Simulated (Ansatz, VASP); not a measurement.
# One calculation of InAs, two programs

```xyz
2
Lattice="0.0000 3.1829 3.1829 3.1829 0.0000 3.1829 3.1829 3.1829 0.0000" Properties=species:S:1:pos:R:3 pbc="T T T"
In    0.0000    0.0000    0.0000
As    4.7743    4.7743    4.7743
```

Alike in both runs: task single point; functional PBE; k mesh 8 × 8 × 8; occupations gaussian, width 0.01 eV; collinear spin.

```csv
,VASP,Ansatz
version,VASP 6.6.1,Ansatz 0.2.0
potentials or method,"VASP PAW PBE potentials, release 64 (In_d, As)",Ansatz PAW
plane-wave cutoff (eV),520,420
valence electrons in the cell,18,28
```

|  | VASP | Ansatz | Ansatz less VASP |
| --- | --- | --- | --- |
| gap on the k mesh at the Fermi level (eV) | none | none | - |
| pressure (GPa) | -3.3 | -3.4 | -0.02 |
| net moment per atom (μB) | 0.00 | 0.00 | 0.000 |

A gap of «none» marks a metal or a gap that the smearing closes. With one functional, cell and mesh, what is left measures potentials, basis and numerics. VASP's potentials hold 18 valence electrons a cell and Ansatz's 28, so a difference there can come from the potentials and not from the codes.
